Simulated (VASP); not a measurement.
## Al3InAs4: single point with PBE

Al3InAs4:

```xyz
8
Lattice="3.9558 0.0000 0.0000 0.0000 3.9605 5.5891 0.0000 -3.9605 5.5891" Properties=species:S:1:pos:R:3 pbc="T T T"
Al    0.0000    0.0000   -0.0095
Al    1.9779   -1.9603    8.3824
Al    1.9779    1.9603    8.3824
In    0.0000    0.0000    5.6063
As    0.0000    2.0763    7.0520
As    1.9779    0.0000    4.0516
As    0.0000   -2.0763    7.0520
As    1.9779    0.0000    9.7845
```

```json
{"Program": "VASP 6.6.1", "Task": "single point", "Functional": "PBE", "Potentials or basis": "VASP PAW PBE potentials, release 64 (Al, In_d, As)", "Cutoff": "520 eV", "k mesh": "8 × 4 × 4", "Occupations": "gaussian, width 0.02 eV", "Spin": "no spin polarisation"}
```

| Property | Result |
| --- | --- |
| Pressure | 10.7 GPa |
| Largest force | 0.009 eV/Å |
| Band gap on the k mesh | 1.01 eV (least direct gap 1.14 eV) |

Forces on the atoms (eV/Å):
```
Al   0.000  0.000 -0.001
Al   0.000  0.004 -0.001
Al   0.000 -0.004 -0.001
In   0.000  0.000 -0.002
As   0.000 -0.004 -0.002
As   0.000  0.000  0.009
As   0.000  0.004 -0.002
As   0.000  0.000  0.000
```

Levels at points of the mesh, in eV from the valence-band top:
| k point | band 18 | band 19 | band 20 | band 21 | band 22 | band 23 | band 24 | band 25 |
| --- | --- | --- | --- | --- | --- | --- | --- | --- |
| (0.00, 0.00, 0.00) | -1.13 | -0.27 | -0.20 | 0.00 | 1.14 | 1.79 | 1.84 | 2.01 |
| (0.50, 0.00, 0.00) | -3.40 | -3.15 | -1.45 | -1.07 | 2.89 | 3.30 | 4.10 | 4.10 |
| (0.00, 0.50, 0.00) | -1.06 | -1.04 | -0.53 | -0.38 | 2.01 | 2.23 | 2.36 | 2.65 |
| (0.50, 0.50, 0.00) | -2.21 | -2.21 | -1.94 | -1.70 | 1.98 | 2.04 | 2.34 | 2.62 |
| (0.00, 0.50, 0.50) | -1.80 | -1.52 | -1.46 | -0.82 | 2.10 | 2.26 | 2.90 | 3.16 |
| (0.50, 0.50, 0.50) | -1.43 | -1.17 | -1.03 | -0.94 | 1.01 | 1.10 | 1.58 | 1.86 |

It took 7.4 min on 1 thread of Intel Xeon 8259CL, on a shared host, peak memory 0.4 GiB.

Caveat: the cell stands under pressure; spin-orbit coupling is left out, which moves the levels of the heavy elements. A k mesh can miss the band edges.
